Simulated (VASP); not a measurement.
A run of VASP 6.6.1:

INCAR

```
SYSTEM = Os
ALGO = Normal
EDIFF = 1E-6
ENCUT = 520
GGA = PE
ISIF = 2
ISMEAR = -1
LASPH = .True.
LCHARG = .False.
LREAL = .False.
LWAVE = .False.
NBANDS = 10
NELM = 80
PREC = Accurate
SIGMA = 0.1
```

KPOINTS

```
k-points
0
Gamma
  19 19 19
  0 0 0
```

Contents of POSCAR:

```
Os
1.0
   -1.4212773532      1.4212773532      1.4212773532
    1.4212773532     -1.4212773532      1.4212773532
    1.4212773532      1.4212773532     -1.4212773532
Os
1
Direct
    0.0000000000      0.0000000000      0.0000000000
```

Potentials or basis: VASP PAW PBE potentials, release 64 (Os).

Launch:

```bash
$ cat potpaw_PBE.64/Os/POTCAR > POTCAR
$ mpirun -np 1 vasp_std > vasp.out
```

Hardware: 1 thread of AMD EPYC 7R43 64-Core Processor (Zen 3) (shared host).

Question: How long does it take, and how much memory?

Answer: Wall time 22 s on 1 thread of AMD EPYC 7R43 64-Core Processor (Zen 3), with other jobs on the host, peak memory 0.1 GiB. Counts: scf iterations 11, k points 220.
